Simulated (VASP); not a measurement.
Set up this calculation in VASP 6.6.1, as the native input.

```
Task                   : relaxation of cell and atoms
Functional             : PBE
Potentials or basis    : VASP PAW PBE potentials, release 64 (Hf_pv, Sn_d, Se)
Cutoff                 : 600 eV
k mesh                 : 6 × 6 × 4
Occupations            : gaussian, width 0.1 eV
Spin                   : no spin polarisation
Dipole correction      : no
Further INCAR settings : ALGO = Normal; EDIFF = 1e-06; IBRION = 2; EDIFFG = -0.04; NSW = 90; ISIF = 3
```

The structure of HfSnSe4 lies in POSCAR:

```
HfSnSe4
1.0
    5.0705632992      0.0000000000      0.0000000000
   -2.5352816496      4.3912366286      0.0000000000
    0.0000000000      0.0000000000      5.7999992084
Hf Sn Se
1 1 4
Direct
    0.0000000000      0.0000000000      0.0000000000
    0.0000000000      0.0000000000      0.5000000000
    0.3333333333      0.6666666667      0.7672985744
    0.3333333333      0.6666666667      0.2327014256
    0.6666666667      0.3333333333      0.7672985744
    0.6666666667      0.3333333333      0.2327014256
```

These files were run (other wordings do the same):

INCAR

```
ALGO = Normal ; EDIFF = 1E-6
EDIFFG = -0.04 ; ENCUT = 600
GGA = PE ; IBRION = 2
ISIF = 3 ; ISMEAR = 0
LASPH = True ; LCHARG = False
LREAL = False ; LWAVE = False
NELM = 60 ; NSW = 90
PREC = Accurate ; SIGMA = 0.1
```

KPOINTS

```
k-points
0
Gamma
  6 6 4
```

Potentials or basis: VASP PAW PBE potentials, release 64 (Hf_pv, Sn_d, Se).

Command:

```console
$ cat potpaw_PBE.64/Hf_pv/POTCAR potpaw_PBE.64/Sn_d/POTCAR potpaw_PBE.64/Se/POTCAR > POTCAR
$ mpirun -np 1 vasp_std > vasp.out
```

Results of the run:

```yaml
Relaxed_volume: 21.77 Å³/atom
Relaxed_cell: a = 4.999 Å, b = 4.999 Å, c = 6.035 Å, α = 90.00°, β = 90.00°, γ = 120.00°
Space_group_after_relaxing_to_0.05_Å: P6/mmm (No. 191)
Energy_gained_by_relaxing: 22.0 meV/atom
Ionic_steps: 6
Pressure_after_relaxing: 0.1 GPa
Largest_force_after_relaxing: 0.021 eV/Å
Band_gap_on_the_k_mesh: zero (band 24 reaches 7.38 eV, above the bottom of band 25 at 4.69 eV)
```

Caveat: spin-orbit coupling is left out, which moves the levels of the heavy elements.

It took 4 min on 1 thread of AMD EPYC 9R45 96-Core Processor (Zen 5), with other jobs on the host, peak memory 0.32 GiB.
